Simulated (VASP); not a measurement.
## HC12 (a cell with a defect): single point with LDA

The system is HC12 (a cell with a defect).

```xyz
13
Lattice="1.7657 -3.5315 -1.7657 3.5315 -1.7657 1.7657 -1.7657 -3.5315 1.7657" Properties=species:S:1:pos:R:3 pbc="T T T"
C     3.5315   -3.5315    1.7657
C     0.0000   -3.5315    1.7657
C     3.5315   -5.2972    0.0000
C     3.5315   -7.0630    1.7657
C     1.7657   -3.5315    0.0000
C     1.7657   -5.2972    1.7657
C     2.6486   -4.4144   -0.8829
C     2.6486   -6.1801    0.8829
C     4.4144   -4.4144    0.8829
C     0.8829   -4.4144    0.8829
C     2.6486   -2.6486    0.8829
C     2.6486   -4.4144    2.6486
H     2.6486   -6.7687   -0.8829
```

```json
{"Program": "VASP 6.6.1", "Task": "single point", "Functional": "LDA", "Potentials or basis": "VASP PAW LDA potentials, release 64 (C, H)", "Cutoff": "520 eV", "k mesh": "6 × 6 × 6", "Occupations": "gaussian, width 0.05 eV", "Spin": "no spin polarisation"}
```

```
Largest force : 4.118 eV/Å
```

Forces on the atoms (eV/Å):
```
C   -0.173  0.411 -0.266
C   -2.329  0.768  2.329
C    0.266  0.411  0.173
C   -0.227  0.076 -0.132
C    2.322  0.829 -2.322
C    0.132  0.076  0.227
C   -0.013 -0.856  0.013
C    0.064  0.425  0.526
C   -0.105  0.418 -0.559
C    0.004 -4.118 -0.004
C    0.559  0.418  0.105
C   -0.526  0.425 -0.064
H    0.024  0.717 -0.024
```

Levels at points of the mesh, in eV from the Fermi level:
| k point | band 20 | band 21 | band 22 | band 23 | band 24 | band 25 | band 26 | band 27 | band 28 | band 29 |
| --- | --- | --- | --- | --- | --- | --- | --- | --- | --- | --- |
| (0.00, 0.00, 0.00) | -3.41 | -3.15 | -0.43 | -0.39 | -0.28 | 3.13 | 5.12 | 5.28 | 5.57 | 6.29 |
| (0.50, 0.00, 0.00) | -5.17 | -4.68 | -4.49 | -2.55 | -2.29 | 4.28 | 5.80 | 6.35 | 6.49 | 7.26 |
| (0.00, 0.50, 0.00) | -5.14 | -3.35 | -3.14 | -2.18 | -1.46 | 2.57 | 4.49 | 6.76 | 7.29 | 7.66 |
| (0.00, 0.00, 0.50) | -5.41 | -2.53 | -2.18 | -1.99 | -1.97 | 4.69 | 6.66 | 6.81 | 7.14 | 7.41 |
| (0.50, 0.00, 0.50) | -4.02 | -4.01 | -3.58 | -3.11 | -3.11 | 2.57 | 4.36 | 4.81 | 5.94 | 7.16 |
| (0.00, 0.50, 0.50) | -5.16 | -4.66 | -4.39 | -4.26 | -4.21 | 3.93 | 5.70 | 5.93 | 6.06 | 6.11 |

Wall time 62 s on 1 thread of Intel(R) Xeon(R) Platinum 8559C (Emerald Rapids) (shared host), peak memory 0.22 GiB.

Caveat: the cell carries a net charge on a neutralising background, which shifts energy and pressure; the cell is charged against a uniform background, so pressure and absolute levels hang on convention.
